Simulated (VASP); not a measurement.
A run of VASP 6.6.1 is set up as follows.

File INCAR:

```
ALGO     = Fast           # electronic algorithm
EDIFF    = 1E-7           # SCF threshold, eV
EDIFFG   = -0.01          # ionic threshold
ENCUT    = 600            # plane-wave cutoff, eV
GGA      = PE             # functional
IBRION   = 2              # ionic algorithm
ISIF     = 3              # what is computed and relaxed
ISMEAR   = 0              # smearing method
LASPH    = T              # aspherical terms in the spheres
LCHARG   = F              # write CHGCAR
LREAL    = F              # projectors in reciprocal space
LWAVE    = F              # write WAVECAR
NELM     = 80             # most SCF steps
NSW      = 100            # ionic steps
PREC     = Accurate       # precision mode
SIGMA    = 0.1            # smearing width, eV
```

File KPOINTS:

```
k-points
0
Gamma
  30 30 16
```

The input POSCAR:

```
Be
1.0
    2.2644218976      0.0000000000      0.0000000000
   -1.1322109488      1.9610468882      0.0000000000
    0.0000000000      0.0000000000      3.5593119602
Be
2
Direct
    0.6666666667      0.3333333333      0.7500000000
    0.3333333333      0.6666666667      0.2500000000
```

Potentials or basis: VASP PAW PBE potentials, release 64 (Be).

Launch:

```bash
$ cat potpaw_PBE.64/Be/POTCAR > POTCAR
$ mpirun -np 1 vasp_std > vasp.out
```

(1) What does it give for the band gap on the k mesh?

(2) Estimate the space group after relaxing (to 0.1 Å).

(3) What does it give for the relaxed volume?

Answers

(1) zero (bands 2 and 3 overlap by 2.16 eV).

(2) P6_3/mmc (No. 194).

(3) 7.92 Å³/atom.
